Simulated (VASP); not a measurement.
Wanted: the native input for a VASP 6.6.1 run.

```yaml
Task: single point
Functional: PBE
Potentials_or_basis: VASP PAW PBE potentials, release 64 (B, P)
Cutoff: 520 eV
k_mesh: 10 × 10 × 10
Occupations: fermi-dirac, width 0.02 eV
Spin: no spin polarisation
Dipole_correction: no
Further_INCAR_settings: ALGO = Normal; EDIFF = 1e-07; NBANDS = 11
```

The structure of BP lies in POSCAR:

```
BP
1.0
    0.0000000000      2.2683156689      2.2909988256
    2.2683156689      0.0000000000      2.2909988256
    2.2683156689      2.2683156689      0.0000000000
B P
1 1
Direct
    0.0000000000      0.0000000000      0.0000000000
    0.2500000000      0.2500000000      0.2500000000
```

This cell differs from its parent crystal: uniaxial z strain +1.0%.

One way to write it, as run:

INCAR

```
SYSTEM = BP
ALGO = Normal
EDIFF = 1E-7
ENCUT = 520
GGA = PE
ISIF = 2
ISMEAR = -1
LASPH = .TRUE.
LCHARG = .TRUE.
LELF = .TRUE.
LREAL = .FALSE.
LVHAR = .TRUE.
LWAVE = .FALSE.
NBANDS = 11
NELM = 80
PREC = Accurate
SIGMA = 0.02
```

KPOINTS

```
k-points
0
G
  10 10 10
  0 0 0
```

Potentials or basis: VASP PAW PBE potentials, release 64 (B, P).

Run with:

```console
$ cat potpaw_PBE.64/B/POTCAR potpaw_PBE.64/P/POTCAR > POTCAR
$ mpirun -np 1 vasp_std > vasp.out
```

It gave:

The pressure is -0.6 GPa and the band gap on the k mesh is 1.18 eV, indirect (least direct gap 3.34 eV).

Caveat: the cell differs from its parent crystal (uniaxial z strain +1.0%).

It took 8.4 s on 1 thread of Intel(R) Xeon(R) 6975P-C (Granite Rapids), on a shared host, peak memory 0.14 GiB.
